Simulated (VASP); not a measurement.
Input of a VASP 6.6.1 run:

The input INCAR:

```
SYSTEM = Be4Os
  ALGO = Normal
  EDIFF = 1E-6
  ENCUT = 520
  GGA = PE
  ISIF = 2
  ISMEAR = 0
  LASPH = .True.
  LCHARG = .False.
  LREAL = .False.
  LWAVE = .False.
  NBANDS = 27
  NELM = 100
  PREC = Accurate
  SIGMA = 0.1
```

File KPOINTS:

```
k-points
0
Gamma
  4 4 4
  0 0 0
```

File POSCAR:

```
Be4Os
1.0
    1.8005370798     -3.5893216700      0.0000000000
    1.8005370798      3.5893216700      0.0000000000
    0.0000000000      0.0000000000      7.1508319379
Be Os
8 2
Direct
    0.6522478609      0.3477170509      0.8479911469
    0.3477521391      0.6522829491      0.8479911469
    1.1522478609      0.8477170509      0.6520088531
    0.6522829491      0.3477521391      0.1520088531
    0.8477170509      1.1522478609      0.3479911469
    0.3477170509      0.6522478609      0.1520088531
    0.1522829491     -0.1522478609      0.3479911469
   -0.1522478609      0.1522829491      0.6520088531
    0.0000000000      0.0000000000      0.0000000000
    0.5000000000      0.5000000000      0.5000000000
```

Potentials or basis: VASP PAW PBE potentials, release 64 (Be, Os).

Run with:

```sh
$ cat potpaw_PBE.64/Be/POTCAR potpaw_PBE.64/Os/POTCAR > POTCAR
$ mpirun -np 1 vasp_std > vasp.out
```

Task: Predict the band gap on the k mesh.

Result: Zero (band 16 reaches 8.85 eV, above the bottom of band 17 at 6.28 eV).

Task: Predict the largest force.

Result: 0.030 eV/Å.

Stress tensor (GPa, compression positive):
```
0.40 0.00 0.00
0.00 0.56 0.00
0.00 0.00 0.42
```

Caveat: the k points lie up to 0.49 Å⁻¹ apart; spin-orbit coupling is left out, which moves the levels of the heavy elements.
